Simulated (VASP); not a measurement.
The system is Sc.

```
Sc
1.0
     3.30900    0.00000    0.00000
    -1.65450    2.86568    0.00000
     0.00000    0.00000    5.27330
Sc
2
Direct
  0.66667 0.33333 0.75000
  0.33333 0.66667 0.25000
```

```yaml
Program: VASP 6.6.1
Task: relaxation of cell and atoms
Functional: PBE
Potentials_or_basis: VASP PAW PBE potentials, release 64 (Sc_sv)
Cutoff: 600 eV
k_mesh: 9 × 9 × 5
Occupations: fermi-dirac, width 0.05 eV
Spin: no spin polarisation
```

At the start: pressure -0.6 GPa; volume 25.00 Å³/atom.

Question: Where does the relaxation end?

Answer: Over 5 steps the energy falls by 2.3 meV/atom and the volume is 24.71 Å³/atom (-1.2 %); space group P6_3/mmc (No. 194, to 0.05 Å).

The path:
```
step  energy change (eV)  largest force (eV/Å)  pressure (GPa)  volume (Å³)
   1              0.0000                0.0000           -0.61        50.00
   2             -0.0037                0.0000            0.13        49.31
   3             -0.0039                0.0000            0.30        49.16
   4             -0.0045                0.0000            0.04        49.38
   5             -0.0045                0.0000            0.00        49.42
```

Final structure:
```xyz
2
Lattice="3.3197 0.0000 0.0000 -1.6599 2.8750 0.0000 0.0000 0.0000 5.1781" Properties=species:S:1:pos:R:3 pbc="T T T"
Sc    1.6599    0.9583    3.8836
Sc    0.0000    1.9166    1.2945
```
